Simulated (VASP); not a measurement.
# Te2Mo (P-6m2) in VASP: single point with PBE+D3(BJ)

Aim: the single point of Te2Mo with PBE+D3(BJ).

All numbers are computed with VASP 6.6.1; they aren't measurements. Logs are shortened: lines on timing, memory, paths and dates and some standing lists are left out, and cuts for length are marked.

**1. The cell of the first run**

Symmetry: P-6m2, No. 187, hexagonal system. Conventional cell: a = 3.495 Å, b = 3.495 Å, c = 7.624 Å, α = 90.00°, β = 90.00°, γ = 120.00°. Within 3.7 Å of Te (site symmetry 3m) lie 3 Mo at 2.72 Å and 7 Te at 3.50 to 3.64 Å. Mo (site symmetry -6m2) has 6 Te at 2.72 Å and 6 Mo at 3.50 Å within 3.6 Å.

**2. Single point, PBE+D3(BJ)**

Contents of INCAR:

```
SYSTEM = Te2Mo
  ALGO = Normal
  EDIFF = 1E-7
  ENCUT = 520
  GGA = PE
  ISIF = 2
  ISMEAR = 0
  IVDW = 12
  LASPH = .True.
  LCHARG = .False.
  LREAL = Auto
  LWAVE = .False.
  NBANDS = 180
  NELM = 80
  PREC = Accurate
  SIGMA = 0.01
```

Contents of KPOINTS:

```
Automatic mesh
0
Gamma
  2 2 2
  0.5 0.5 0.5
```

Contents of POSCAR:

```
Te2Mo
1.0
   -6.9904569352     -0.0000000001      7.6243872184
    3.4952284677     -6.0539132900      7.6243872184
    3.4952284676      6.0539132900      7.6243872184
Te Mo
24 12
Direct
    0.7538049116      0.5871382449      0.4204715782
    0.0871382449      0.9204715782      0.7538049116
    0.9204715782      0.2538049116      0.5871382449
    0.4204715782      0.7538049116      0.5871382449
    0.2538049116      0.0871382449      0.4204715782
    0.5871382449      0.4204715782      0.7538049116
    0.9204715782      0.7538049116      0.0871382449
    0.7538049116      0.0871382449      0.9204715782
    0.0871382449      0.4204715782      0.2538049116
    0.2538049116      0.5871382449      0.9204715782
    0.5871382449      0.9204715782      0.2538049116
    0.4204715782      0.2538049116      0.0871382449
    0.5795284218      0.4128617551      0.2461950884
    0.9128617551      0.7461950884      0.5795284218
    0.7461950884      0.0795284218      0.4128617551
    0.2461950884      0.5795284218      0.4128617551
    0.0795284218      0.9128617551      0.2461950884
    0.4128617551      0.2461950884      0.5795284218
    0.7461950884      0.5795284218      0.9128617551
    0.5795284218      0.9128617551      0.7461950884
    0.9128617551      0.2461950884      0.0795284218
    0.0795284218      0.4128617551      0.7461950884
    0.4128617551      0.7461950884      0.0795284218
    0.2461950884      0.0795284218      0.9128617551
    0.6666666667      0.1666666667      0.1666666667
    0.0000000000      0.5000000000      0.5000000000
    0.8333333333      0.8333333333      0.3333333333
    0.3333333333      0.3333333333      0.3333333333
    0.1666666667      0.6666666667      0.1666666667
    0.5000000000      1.0000000000      0.5000000000
    0.8333333333      0.3333333333      0.8333333333
    0.6666666667      0.6666666667      0.6666666667
    0.0000000000      1.0000000000      0.0000000000
    0.1666666667      0.1666666667      0.6666666667
    0.5000000000      0.5000000000      0.0000000000
    0.3333333333      0.8333333333      0.8333333333
```

Potentials or basis: VASP PAW PBE potentials, release 64 (Te, Mo_sv).

Launch:

```
$ cat potpaw_PBE.64/Te/POTCAR potpaw_PBE.64/Mo_sv/POTCAR > POTCAR
$ mpirun -np 1 vasp_std > vasp.out
```

OUTCAR:

```text
SYSTEM = Te2Mo
   EDIFF = 1E-7
   ENCUT = 520
   GGA = PE
   ISIF = 2
   ISMEAR = 0
   IVDW = 12
   LASPH = .True.
   LREAL = Auto
   NELM = 80
   PREC = Accurate
 IVDW          = 12

 ion  position               nearest neighbor table
   1  0.754  0.587  0.420-  27 2.72  26 2.72  32 2.72   9 3.50   3 3.50  11 3.50   7 3.50   4 3.50
                             6 3.50  14 3.64
   2  0.087  0.920  0.754-  36 2.72  33 2.72  34 2.72   8 3.50   4 3.50  10 3.50   7 3.50   3 3.50
                             5 3.50  24 3.64
   3  0.920  0.254  0.587-  31 2.72  26 2.72  34 2.72   6 3.50   1 3.50   9 3.50   8 3.50   5 3.50
                             2 3.50  22 3.64
   4  0.420  0.754  0.587-  36 2.72  30 2.72  32 2.72   2 3.50   5 3.50  11 3.50  10 3.50   1 3.50
                             6 3.50  20 3.64
   5  0.254  0.087  0.420-  28 2.72  30 2.72  34 2.72  11 3.50   4 3.50   9 3.50  12 3.50   3 3.50
                             2 3.50  18 3.64
   6  0.587  0.420  0.754-  31 2.72  35 2.72  32 2.72  10 3.50   3 3.50   8 3.50  12 3.50   4 3.50
                             1 3.50  19 3.64
   7  0.920  0.754  0.087-  27 2.72  33 2.72  29 2.72  11 3.50   8 3.50   2 3.50   1 3.50  10 3.50
                             9 3.50  17 3.64
   8  0.754  0.087  0.920-  31 2.72  33 2.72  25 2.72   2 3.50   7 3.50   6 3.50   3 3.50  12 3.50
                            11 3.50  21 3.64
   9  0.087  0.420  0.254-  28 2.72  26 2.72  29 2.72   1 3.50  12 3.50   5 3.50   3 3.50   7 3.50
[... 29 lines left out ...]
  24  0.246  0.080  0.913-  34 2.72  33 2.72  36 2.72  21 3.50  22 3.50  17 3.50  18 3.50  20 3.50
                            23 3.50   2 3.64
  25  0.667  0.167  0.167-  21 2.72  15 2.72  13 2.72  12 2.72   8 2.72  11 2.72
  26  0.000  0.500  0.500-   1 2.72  16 2.72  22 2.72   9 2.72  14 2.72   3 2.72
  27  0.833  0.833  0.333-  11 2.72   7 2.72   1 2.72  17 2.72  14 2.72  15 2.72
  28  0.333  0.333  0.333-   9 2.72  12 2.72   5 2.72  13 2.72  18 2.72  16 2.72
  29  0.167  0.667  0.167-  23 2.72  16 2.72  17 2.72   7 2.72  10 2.72   9 2.72
  30  0.500  0.000  0.500-   5 2.72  15 2.72  20 2.72  11 2.72  18 2.72   4 2.72
  31  0.833  0.333  0.833-   6 2.72   3 2.72   8 2.72  22 2.72  21 2.72  19 2.72
  32  0.667  0.667  0.667-  14 2.72  19 2.72  20 2.72   4 2.72   1 2.72   6 2.72
  33  0.000  0.000  0.000-   8 2.72  24 2.72  17 2.72   2 2.72  21 2.72   7 2.72
  34  0.167  0.167  0.667-  18 2.72  24 2.72  22 2.72   3 2.72   5 2.72   2 2.72
  35  0.500  0.500  0.000-  10 2.72  19 2.72  13 2.72   6 2.72  23 2.72  12 2.72
  36  0.333  0.833  0.833-   2 2.72   4 2.72  10 2.72  20 2.72  23 2.72  24 2.72

  LATTYP: Found a trigonal (rhomboedric) cell.
 ALAT       =    10.3439725744
 COS(alpha) =     0.3149414872

  Lattice vectors:

 A1 = (  -6.9904569352,  -0.0000000001,   7.6243872184)
 A2 = (   3.4952284677,  -6.0539132900,   7.6243872184)
 A3 = (   3.4952284676,   6.0539132900,   7.6243872184)

Analysis of symmetry for initial positions (statically):
=====================================================================
 Subroutine PRICEL returns following result:

  LATTYP: Found a hexagonal cell.
 ALAT       =     3.4952284676
 C/A-ratio  =     2.1813701996

  Lattice vectors:

 A1 = (  -1.7476142338,   3.0269566450,   0.0000000008)
 A2 = (  -1.7476142338,  -3.0269566450,   0.0000000008)
 A3 = (   0.0000000000,  -0.0000000000,   7.6243872199)

  12 primitive cells build up your supercell.

 Routine SETGRP: Setting up the symmetry group for a
 trigonal (rhombohedral) supercell.

 Subroutine GETGRP returns: Found  6 space group operations
 (whereof  6 operations were pure point group operations)
 out of a pool of 12 trial point group operations.

The static configuration has the point symmetry D_3 .

Analysis of symmetry for dynamics (positions and initial velocities):
=====================================================================
 Subroutine PRICEL returns following result:

  LATTYP: Found a hexagonal cell.
 ALAT       =     3.4952284676
 C/A-ratio  =     2.1813701996

  Lattice vectors:

 A1 = (  -1.7476142338,   3.0269566450,   0.0000000008)
 A2 = (  -1.7476142338,  -3.0269566450,   0.0000000008)
 A3 = (   0.0000000000,  -0.0000000000,   7.6243872199)

  12 primitive cells build up your supercell.

 Routine SETGRP: Setting up the symmetry group for a
 trigonal (rhombohedral) supercell.

 Subroutine GETGRP returns: Found  6 space group operations
 (whereof  6 operations were pure point group operations)
 out of a pool of 12 trial point group operations.

The dynamic configuration has the point symmetry D_3 .

 Subroutine INISYM returns: Found  6 space group operations
 (whereof  6 operations are pure point group operations),
[... 38 lines left out ...]
    -0.047684055 -0.000000000  0.021859680     0.500000000  0.000000000  0.000000000
     0.023842028 -0.041295603  0.021859680     0.000000000  0.500000000  0.000000000
     0.023842028  0.041295603  0.021859680     0.000000000 -0.000000000  0.500000000

  Length of vectors
     0.052455836  0.052455836  0.052455836

  Shift w.r.t. Gamma in fractional coordinates (k-lattice)
     0.500000000  0.500000000  0.500000000

 Subroutine IBZKPT returns following result:
 ===========================================

 Found      2 irreducible k-points:

 Following reciprocal coordinates:
            Coordinates               Weight
  0.250000  0.250000  0.250000      2.000000
 -0.250000  0.250000  0.250000      6.000000
   k-points           NKPTS =      2   k-points in BZ     NKDIM =      2   number of bands    NBANDS=    180
   number of dos      NEDOS =    301   number of ions     NIONS =     36
   total plane-waves  NPLWV = 512000
   dimension x,y,z NGX =    80 NGY =   80 NGZ =   80
   dimension x,y,z NGXF=   160 NGYF=  160 NGZF=  160
   ions per type =              24  12
   NGX,Y,Z   is equivalent  to a cutoff of  12.86, 12.86, 12.86 a.u.
   NGXF,Y,Z  is equivalent  to a cutoff of  25.71, 25.71, 25.71 a.u.
 SYSTEM =  Te2Mo
   PREC   = accura    normal or accurate (medium, high low for compatibility)
   ISTART =      0    job   : 0-new  1-cont  2-samecut
   ICHARG =      2    charge: 1-file 2-atom 10-const
   ISPIN  =      1    spin polarized calculation?
   LNONCOLLINEAR =      F non collinear calculations
   LSORBIT =      F    spin-orbit coupling
   LASPH  =      T    aspherical Exc in radial PAW
   ENCUT  =  520.0 eV  38.22 Ry    6.18 a.u.  19.23 19.23 19.23*2*pi/ulx,y,z
   NELM   =     80;   NELMIN=  2; NELMDL= -5     # of ELM steps
   EDIFF  = 0.1E-06   stopping-criterion for ELM
   LREAL  =      T    real-space projection
   EDIFFG = 0.1E-05   stopping-criterion for IOM
   NSW    =      0    number of steps for IOM
   IBRION =     -1    ionic relax: 0-MD 1-quasi-New 2-CG
   NFREE  =      0    steps in history (QN), initial steepest desc. (CG)
   ISIF   =      2    stress and relaxation
   ISYM   =      2    0-nonsym 1-usesym 2-fastsym
   POTIM  = 0.5000    time-step for ionic-motion
   TEBEG  =    0.0;   TEEND  =   0.0 temperature during run
   PSTRESS=    0.0 pullay stress
   NELECT =     312.0000    total number of electrons
   NUPDOWN=      -1.0000    fix difference up-down
   EMIN   =  10.00;   EMAX   =-10.00  energy-range for DOS
   EFERMI =   0.00;   METHOD = LEGACY
   ISMEAR =     0;   SIGMA  =   0.01  broadening in eV -4-tet -1-fermi 0-gaus
   EFERMI_NEDOS =   21; number of points for ismear=-14 and -15
   IALGO  =     38    algorithm
   IMIX   =      4    mixing-type and parameters
     AMIX     =   0.40;   BMIX     =  1.00
     AMIX_MAG =   1.60;   BMIX_MAG =  1.00
  volume/ion in A,a.u.               =      26.89       181.45
  Fermi-wavevector in a.u.,A,eV,Ry     =   1.122459  2.121139 17.142165  1.259914
  Thomas-Fermi vector in A             =   2.259119
   LORBIT       =      0    0 simple, 1 ext, 2 COOP (PROOUT), +10 PAW based schemes
   GGA     = PE    functional components
   LHFCALC =     F    Hartree Fock is set to
   AEXX    =    0.0000 exact exchange contribution
   IVDW    =    12    specifies the selected vdW correction
   LEPSILON=     F    determine dielectric tensor
   LRPA    =     F    only Hartree local field effects (RPA)
 non-spin polarized calculation
 Gauss-broadening in eV      SIGMA  =   0.01
  energy-cutoff  :      520.00
  volume of cell :      967.98
 maximum number of plane-waves:     26080
 NGX is ok and might be reduce to    80
   NGX = 39   NGY = 39   NGZ = 39

 number of electron     311.9999994 magnetization

 Free energy of the ion-electron system (eV)
  ---------------------------------------------------
  ext. energy  EPLUGINS =         0.00000000
  ---------------------------------------------------
  free energy    TOTEN  =      -215.43680826 eV

  energy without entropy =     -215.43680826  energy(sigma->0) =     -215.43680826

 E-fermi :   7.2568     XC(G=0):  -9.9066

 val. band max:        7.1464924161   @ k =   0.2500   0.2500   0.2500
 cond. band min:       8.1453981601   @ k =   0.2500   0.2500   0.2500
 fundamental gap:      0.9989057440
 Fermi energy:         7.2567974342

 k-point     1 :       0.2500    0.2500    0.2500
  band No.  band energies     occupation
      1     -53.5387      2.00000
      2     -53.5321      2.00000
      3     -53.5321      2.00000
      4     -53.5321      2.00000
      5     -53.5321      2.00000
      6     -53.5321      2.00000
[... 160 lines left out ...]
    167       8.6275      0.00000
    168       8.6660      0.00000

 k-point     2 :      -0.2500    0.2500    0.2500
  band No.  band energies     occupation
      1     -53.5367      2.00000
      2     -53.5367      2.00000
      3     -53.5334      2.00000
      4     -53.5334      2.00000
      5     -53.5294      2.00000
      6     -53.5294      2.00000
[... 160 lines left out ...]
    167       8.8135      0.00000
    168       8.8135      0.00000
 [bands above 168 left out]

------------------------ aborting loop because EDIFF is reached ----------------------------------------

 Edisp (eV)  -17.97799

 E8    (eV) :    -8.2950

  FORCE on cell =-STRESS in cart. coord.  units (eV):
  Direction    XX          YY          ZZ          XY          YZ          ZX
  --------------------------------------------------------------------------------------
  -------------------------------------------------------------------------------------
  Total       0.03978     0.03978     0.50320     0.00000    -0.00000     0.00000
  in kB       0.06584     0.06584     0.83288     0.00000    -0.00000     0.00000
  external pressure =        0.32 kB  Pullay stress =        0.00 kB

 VOLUME and BASIS-vectors are now :
 -----------------------------------------------------------------------------
  energy-cutoff  :      520.00
  volume of cell :      967.98
      direct lattice vectors                 reciprocal lattice vectors
    -6.990456935 -0.000000000  7.624387218    -0.095368110 -0.000000000  0.043719360
     3.495228468 -6.053913290  7.624387218     0.047684055 -0.082591206  0.043719360
     3.495228468  6.053913290  7.624387218     0.047684055  0.082591206  0.043719360

 POSITION                                       TOTAL-FORCE (eV/Angst)
 -----------------------------------------------------------------------------------
     -1.74761     -1.00899     13.42971        -0.000000      0.000000     -0.015344
      5.24284     -1.00899     13.42971        -0.000000      0.000000     -0.015344
     -3.49523      2.01797     13.42971        -0.000000      0.000000     -0.015344
      1.74761     -1.00899     13.42971        -0.000000      0.000000     -0.015344
     -0.00000      2.01797      5.80532        -0.000000      0.000000     -0.015344
      0.00000      2.01797     13.42971        -0.000000      0.000000     -0.015344
[... 28 lines left out ...]
     -1.74761     -3.02696      7.62439        -0.000000     -0.000000      0.000000
      3.49523     -0.00000     15.24877        -0.000000     -0.000000      0.000000
 -----------------------------------------------------------------------------------
    total drift:                               -0.000000      0.000000     -0.000000

  FREE ENERGIE OF THE ION-ELECTRON SYSTEM (eV)
  ---------------------------------------------------
  free  energy   TOTEN  =      -233.4147946798 eV

  energy  without entropy=     -233.4147946798  energy(sigma->0) =     -233.41479468
```

Run time: 28 min. Hardware: 1 thread of Oxide Virtual Turin-like, shared host; peak memory 1 GiB.

What came out:

- Free energy: -233.4148 eV
- Pressure: 0.0 GPa
- Largest force: 0.015 eV/Å
- Band gap on the k mesh: 1.00 eV
- Dispersion energy per atom: -0.499 eV

Forces in eV/Å, atoms in the order of the input:
```
Te   0.000  0.000 -0.015
Te   0.000  0.000 -0.015
Te   0.000  0.000 -0.015
Te   0.000  0.000 -0.015
Te   0.000  0.000 -0.015
Te   0.000  0.000 -0.015
Te   0.000  0.000 -0.015
Te   0.000  0.000 -0.015
Te   0.000  0.000 -0.015
Te   0.000  0.000 -0.015
Te   0.000  0.000 -0.015
Te   0.000  0.000 -0.015
Te   0.000  0.000  0.015
Te   0.000  0.000  0.015
Te   0.000  0.000  0.015
Te   0.000  0.000  0.015
Te   0.000  0.000  0.015
Te   0.000  0.000  0.015
Te   0.000  0.000  0.015
Te   0.000  0.000  0.015
Te   0.000  0.000  0.015
Te   0.000  0.000  0.015
Te   0.000  0.000  0.015
Te   0.000  0.000  0.015
Mo   0.000  0.000  0.000
Mo   0.000  0.000  0.000
Mo   0.000  0.000  0.000
Mo   0.000  0.000  0.000
Mo   0.000  0.000  0.000
Mo   0.000  0.000  0.000
Mo   0.000  0.000  0.000
Mo   0.000  0.000  0.000
Mo   0.000  0.000  0.000
Mo   0.000  0.000  0.000
Mo   0.000  0.000  0.000
Mo   0.000  0.000  0.000
```

Stress tensor (GPa, compression positive):
```
0.01 0.00 0.00
0.00 0.01 0.00
0.00 0.00 0.08
```

Caveat: spin-orbit coupling is left out, which moves the levels of the heavy elements; a shifted mesh leaves out Γ, where band edges can lie.
